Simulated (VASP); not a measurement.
# HfN (P3m1) in VASP: single point with PBE

Aim: the single point of HfN with PBE.

Everything below comes from runs of VASP 6.6.1. Logs are shortened: lines on timing, memory, paths and dates and some standing lists are left out, and cuts for length are marked.

**1. The cell of the first run**

It takes space group P3m1 (No. 156, trigonal). The conventional cell has a = 3.216 Å, b = 3.216 Å, c = 10.877 Å, α = 90.00°, β = 90.00°, γ = 120.00°. Within 3.0 Å of Hf (site symmetry 3m) lie 6 N at 2.27 Å. Hf (site symmetry 3m) has 6 N at 2.27 Å within 3.0 Å. Hf (site symmetry 3m) has 3 N at 2.27 Å within 3.0 Å. Within 3.0 Å of N (site symmetry 3m) lie 6 Hf at 2.27 Å. N (site symmetry 3m) has 6 Hf at 2.27 Å within 3.0 Å. Within 3.0 Å of N (site symmetry 3m) lie 3 Hf at 2.27 Å.

**2. Single point, PBE (the distance across one plane changed)**

Contents of INCAR:

```
PREC = Accurate
ENCUT = 520
EDIFF = 1E-6
ISMEAR = 0
SIGMA = 0.15
LREAL = F
LASPH = T
NELM = 80
ALGO = Normal
ISIF = 2
LWAVE = F
LCHARG = F
GGA = PE
NBANDS = 32
```

Contents of KPOINTS:

```
regular mesh
0
Gamma
  21 21 8
```

Contents of POSCAR:

```
HfN
1.0
    2.2738965586     -2.2738965586      0.0000000000
    2.2738965586      0.0000000000     -2.2738965586
    6.2798439248      6.2798439248      6.2798439248
Hf N
3 3
Direct
    0.3333333333      0.3333333333      0.4224314415
    0.6666666667      0.6666666667      0.1810351493
    1.0000000000      0.0000000000      0.6638277337
    0.6666666667      0.6666666667      0.5431295876
    1.0000000000      0.0000000000      0.3017332954
    0.3333333333      0.3333333333      0.0603370032
```

Potentials or basis: VASP PAW PBE potentials, release 64 (Hf_pv, N).

Command:

```
$ cat potpaw_PBE.64/Hf_pv/POTCAR potpaw_PBE.64/N/POTCAR > POTCAR
$ mpirun -np 1 vasp_std > vasp.out
```

OUTCAR:

```text
PREC = Accurate
   ENCUT = 520
   EDIFF = 1E-6
   ISMEAR = 0
   LREAL = F
   LASPH = T
   NELM = 80
   ISIF = 2
   GGA = PE

 ion  position               nearest neighbor table
   1  0.333  0.333  0.422-   4 2.27   4 2.27   5 2.27   5 2.27   5 2.27   4 2.27   2 3.22   2 3.22
                             3 3.22   3 3.22   3 3.22   2 3.22
   2  0.667  0.667  0.181-   5 2.27   6 2.27   6 2.27   5 2.27   5 2.27   6 2.27   1 3.22   1 3.22
                             1 3.22
   3  0.000  0.000  0.664-   4 2.27   4 2.27   4 2.27   1 3.22   1 3.22   1 3.22
   4  0.667  0.667  0.543-   1 2.27   1 2.27   3 2.27   3 2.27   3 2.27   1 2.27
   5  0.000  0.000  0.302-   2 2.27   1 2.27   2 2.27   2 2.27   1 2.27   1 2.27
   6  0.333  0.333  0.060-   2 2.27   2 2.27   2 2.27

  LATTYP: Found a hexagonal cell.
 ALAT       =     3.2157753526
 C/A-ratio  =     3.3823907297

  Lattice vectors:

 A1 = (  -2.2738965586,   0.0000000000,   2.2738965586)
 A2 = (   2.2738965586,  -2.2738965586,  -0.0000000000)
 A3 = (   6.2798439248,   6.2798439248,   6.2798439248)

Analysis of symmetry for initial positions (statically):
=====================================================================
 Subroutine PRICEL returns:
 Original cell was already a primitive cell.

 Routine SETGRP: Setting up the symmetry group for a
 hexagonal supercell.

 Subroutine GETGRP returns: Found  6 space group operations
 (whereof  6 operations were pure point group operations)
 out of a pool of 24 trial point group operations.

The static configuration has the point symmetry C_3v.

Analysis of symmetry for dynamics (positions and initial velocities):
=====================================================================
 Subroutine PRICEL returns:
 Original cell was already a primitive cell.

 Routine SETGRP: Setting up the symmetry group for a
 hexagonal supercell.

 Subroutine GETGRP returns: Found  6 space group operations
 (whereof  6 operations were pure point group operations)
 out of a pool of 24 trial point group operations.

The dynamic configuration has the point symmetry C_3v.

 Subroutine INISYM returns: Found  6 space group operations
 (whereof  6 operations are pure point group operations),
 and found     1 'primitive' translations

----------------------------------------------------------------------------------------

                                     Primitive cell

  volume of cell :      97.4118

  direct lattice vectors                    reciprocal lattice vectors
     2.273896559 -2.273896559  0.000000000     0.146591248 -0.293182495  0.146591248
     2.273896559  0.000000000 -2.273896559     0.146591248  0.146591248 -0.293182495
     6.279843925  6.279843925  6.279843925     0.053079875  0.053079875  0.053079875

  length of vectors
     3.215775353  3.215775353 10.877008741     0.359073757  0.359073757  0.091937041

  position of ions in fractional coordinates (direct lattice)
     0.333333333  0.333333333  0.422431442
     0.666666667  0.666666667  0.181035149
     0.000000000  0.000000000  0.663827734
     0.666666667  0.666666667  0.543129588
     0.000000000  0.000000000  0.301733295
     0.333333333  0.333333333  0.060337003

  ion indices of the primitive-cell ions
   primitive index   ion index
                 1           1
                 2           2
                 3           3
                 4           4
                 5           5
                 6           6

----------------------------------------------------------------------------------------

 KPOINTS: regular mesh

Automatic generation of k-mesh.
 Grid dimensions read from file:
 generate k-points for:   21   21    8

 Generating k-lattice:

  Cartesian coordinates                     Fractional coordinates (reciprocal lattice)
     0.006980536 -0.013961071  0.006980536     0.047619048  0.000000000  0.000000000
     0.006980536  0.006980536 -0.013961071     0.000000000  0.047619048  0.000000000
     0.006634984  0.006634984  0.006634984     0.000000000  0.000000000  0.125000000

  Length of vectors
     0.017098750  0.017098750  0.011492130

  Shift w.r.t. Gamma in fractional coordinates (k-lattice)
     0.000000000  0.000000000  0.000000000

 Subroutine IBZKPT returns following result:
 ===========================================

 Found    351 irreducible k-points:

 Following reciprocal coordinates:
            Coordinates               Weight
  0.000000  0.000000  0.000000      1.000000
  0.047619  0.000000  0.000000      6.000000
  0.095238  0.000000  0.000000      6.000000
  0.142857  0.000000  0.000000      6.000000
  0.190476  0.000000  0.000000      6.000000
  0.238095  0.000000  0.000000      6.000000
[... 16 lines left out ...]
  0.238095  0.095238 -0.000000     12.000000
  0.285714  0.095238  0.000000     12.000000
 [... further k-points ...]
   k-points           NKPTS =    351   k-points in BZ     NKDIM =    351   number of bands    NBANDS=     32
   number of dos      NEDOS =    301   number of ions     NIONS =      6
   total plane-waves  NPLWV =  48384
   dimension x,y,z NGX =    24 NGY =   24 NGZ =   84
   dimension x,y,z NGXF=    48 NGYF=   48 NGZF=  168
   ions per type =               3   3
   NGX,Y,Z   is equivalent  to a cutoff of  12.41, 12.41, 12.84 a.u.
   NGXF,Y,Z  is equivalent  to a cutoff of  24.81, 24.81, 25.68 a.u.
 SYSTEM =  unknown system
   PREC   = accura    normal or accurate (medium, high low for compatibility)
   ISTART =      0    job   : 0-new  1-cont  2-samecut
   ICHARG =      2    charge: 1-file 2-atom 10-const
   ISPIN  =      1    spin polarized calculation?
   LNONCOLLINEAR =      F non collinear calculations
   LSORBIT =      F    spin-orbit coupling
   LASPH  =      T    aspherical Exc in radial PAW
   ENCUT  =  520.0 eV  38.22 Ry    6.18 a.u.   5.98  5.98 20.22*2*pi/ulx,y,z
   NELM   =     80;   NELMIN=  2; NELMDL= -5     # of ELM steps
   EDIFF  = 0.1E-05   stopping-criterion for ELM
   LREAL  =      F    real-space projection
   EDIFFG = 0.1E-04   stopping-criterion for IOM
   NSW    =      0    number of steps for IOM
   IBRION =     -1    ionic relax: 0-MD 1-quasi-New 2-CG
   NFREE  =      0    steps in history (QN), initial steepest desc. (CG)
   ISIF   =      2    stress and relaxation
   ISYM   =      2    0-nonsym 1-usesym 2-fastsym
   POTIM  = 0.5000    time-step for ionic-motion
   TEBEG  =    0.0;   TEEND  =   0.0 temperature during run
   PSTRESS=    0.0 pullay stress
   NELECT =      45.0000    total number of electrons
   NUPDOWN=      -1.0000    fix difference up-down
   EMIN   =  10.00;   EMAX   =-10.00  energy-range for DOS
   EFERMI =   0.00;   METHOD = LEGACY
   ISMEAR =     0;   SIGMA  =   0.15  broadening in eV -4-tet -1-fermi 0-gaus
   EFERMI_NEDOS =   21; number of points for ismear=-14 and -15
   IALGO  =     38    algorithm
   IMIX   =      4    mixing-type and parameters
     AMIX     =   0.40;   BMIX     =  1.00
     AMIX_MAG =   1.60;   BMIX_MAG =  1.00
  volume/ion in A,a.u.               =      16.24       109.56
  Fermi-wavevector in a.u.,A,eV,Ry     =   1.265538  2.391520 21.790904  1.601586
  Thomas-Fermi vector in A             =   2.398786
   LORBIT       =      0    0 simple, 1 ext, 2 COOP (PROOUT), +10 PAW based schemes
   GGA     = PE    functional components
   LHFCALC =     F    Hartree Fock is set to
   AEXX    =    0.0000 exact exchange contribution
   IVDW    =     0    specifies the selected vdW correction
   LEPSILON=     F    determine dielectric tensor
   LRPA    =     F    only Hartree local field effects (RPA)
 non-spin polarized calculation
 Gauss-broadening in eV      SIGMA  =   0.15
  energy-cutoff  :      520.00
  volume of cell :       97.41
 maximum number of plane-waves:      2670
   NGX = 11   NGY = 11   NGZ = 41

 number of electron      45.0000010 magnetization

 Free energy of the ion-electron system (eV)
  ---------------------------------------------------
  ext. energy  EPLUGINS =         0.00000000
  ---------------------------------------------------
  free energy    TOTEN  =       -60.73410913 eV

  energy without entropy =      -60.69114908  energy(sigma->0) =      -60.71262910

 E-fermi :   3.7688     XC(G=0): -10.4362

 val. band max:        3.7679739846   @ k =   0.2381   0.0952   0.2500
 cond. band min:       3.7732237624   @ k =   0.1429   0.1429   0.2500
 fundamental gap:      0.0052497779
 Fermi energy:         3.7687705878

 k-point     1 :       0.0000    0.0000    0.0000
  band No.  band energies     occupation
      1     -27.9106      2.00000
      2     -27.4768      2.00000
      3     -27.2599      2.00000
      4     -27.2599      2.00000
      5     -27.0840      2.00000
      6     -27.0840      2.00000
[... 24 lines left out ...]
     31       7.2036      0.00000
     32       7.6852      0.00000

 k-point     2 :       0.0476    0.0000    0.0000
  band No.  band energies     occupation
      1     -27.9060      2.00000
      2     -27.4777      2.00000
      3     -27.2740      2.00000
      4     -27.2635      2.00000
      5     -27.0969      2.00000
      6     -27.0867      2.00000
[... 24 lines left out ...]
     31       7.2638      0.00000
     32       7.6285      0.00000

 k-point     3 :       0.0952    0.0000    0.0000
  band No.  band energies     occupation
      1     -27.8928      2.00000
      2     -27.4819      2.00000
      3     -27.3133      2.00000
      4     -27.2738      2.00000
      5     -27.1338      2.00000
      6     -27.0945      2.00000
[... 24 lines left out ...]
     31       7.2714      0.00000
     32       7.6996      0.00000

 k-point     4 :       0.1429    0.0000    0.0000
  band No.  band energies     occupation
      1     -27.8723      2.00000
      2     -27.4961      2.00000
      3     -27.3668      2.00000
      4     -27.2900      2.00000
      5     -27.1903      2.00000
      6     -27.1066      2.00000
[... 24 lines left out ...]
     31       7.3531      0.00000
     32       7.8366      0.00000

 k-point     5 :       0.1905    0.0000    0.0000
  band No.  band energies     occupation
      1     -27.8469      2.00000
      2     -27.5374      2.00000
      3     -27.4115      2.00000
      4     -27.3104      2.00000
      5     -27.2590      2.00000
      6     -27.1221      2.00000
[... 584 lines left out ...]
     31       9.6567      0.00000
     32       9.7326      0.00000

 k-point    22 :       0.1905    0.0952    0.0000
  band No.  band energies     occupation
      1     -27.8608      2.00000
      2     -27.5084      2.00000
      3     -27.3888      2.00000
      4     -27.3053      2.00000
      5     -27.2147      2.00000
      6     -27.1180      2.00000
[... 24 lines left out ...]
     31       7.5050      0.00000
     32       7.7973      0.00000

 k-point    23 :       0.2381    0.0952   -0.0000
  band No.  band energies     occupation
      1     -27.8370      2.00000
      2     -27.5527      2.00000
      3     -27.4237      2.00000
      4     -27.3322      2.00000
      5     -27.2703      2.00000
      6     -27.1371      2.00000
[... 24 lines left out ...]
     31       7.8217      0.00000
     32       7.9464      0.00000

 k-point    24 :       0.2857    0.0952    0.0000
  band No.  band energies     occupation
      1     -27.8136      2.00000
      2     -27.6178      2.00000
      3     -27.4503      2.00000
      4     -27.3632      2.00000
      5     -27.3234      2.00000
      6     -27.1583      2.00000
[... 24 lines left out ...]
     31       8.0642      0.00000
     32       8.2667      0.00000

 [... further k-points ...]

------------------------ aborting loop because EDIFF is reached ----------------------------------------

  FORCE on cell =-STRESS in cart. coord.  units (eV):
  Direction    XX          YY          ZZ          XY          YZ          ZX
  --------------------------------------------------------------------------------------
  -------------------------------------------------------------------------------------
  Total       -3.8987414     -3.8987414     -3.8987414     -1.0811096     -1.0811096     -1.0811096
  in kB      -64.1244279    -64.1244279    -64.1244279    -17.7815159    -17.7815159    -17.7815159
  external PRESSURE =     -64.1244279 kB  Pullay stress =       0.0000000 kB

 VOLUME and BASIS-vectors are now :
 -----------------------------------------------------------------------------
  energy-cutoff  :      520.00
  volume of cell :       97.41
      direct lattice vectors                 reciprocal lattice vectors
     2.273896559 -2.273896559  0.000000000     0.146591248 -0.293182495  0.146591248
     2.273896559  0.000000000 -2.273896559     0.146591248  0.146591248 -0.293182495
     6.279843925  6.279843925  6.279843925     0.053079875  0.053079875  0.053079875

 POSITION                                       TOTAL-FORCE (eV/Angst)
 -----------------------------------------------------------------------------------
      4.16873      1.89484      1.89484         0.702279      0.702279      0.702279
      4.16873     -0.37906     -0.37906        -3.831573     -3.831573     -3.831573
      4.16873      4.16873      4.16873        -0.125090     -0.125090     -0.125090
      6.44263      1.89484      1.89484        -0.200338     -0.200338     -0.200338
      1.89484      1.89484      1.89484         0.705763      0.705763      0.705763
      1.89484     -0.37906     -0.37906         2.748959      2.748959      2.748959
 -----------------------------------------------------------------------------------
    total drift:                               -0.000149     -0.000149     -0.000149

  FREE ENERGIE OF THE ION-ELECTRON SYSTEM (eV)
  ---------------------------------------------------
  free  energy   TOTEN  =       -60.7341091300 eV

  energy  without entropy=      -60.6911490793  energy(sigma->0) =      -60.71262910
```

It took 46 min on 1 thread of AMD EPYC 7R13, shared host; peak memory 0.84 GiB.

What came out:

* Free energy: -60.7341 eV
* Pressure: -6.4 GPa
* Largest force: 6.636 eV/Å
* Band gap on the k mesh: zero (an odd number of electrons rules out a gap without spin polarisation)

Forces in eV/Å, atoms in the order of the input:
```
Hf   0.702  0.702  0.702
Hf  -3.832 -3.832 -3.832
Hf  -0.125 -0.125 -0.125
N   -0.200 -0.200 -0.200
N    0.706  0.706  0.706
N    2.749  2.749  2.749
```

Caveat: the cell differs from its parent crystal (the distance across one plane changed); the cell stands under tension; spin-orbit coupling is left out, which moves the levels of the heavy elements; an odd number of electrons without spin polarisation forces a metal; a magnetic or distorted state may lie lower.
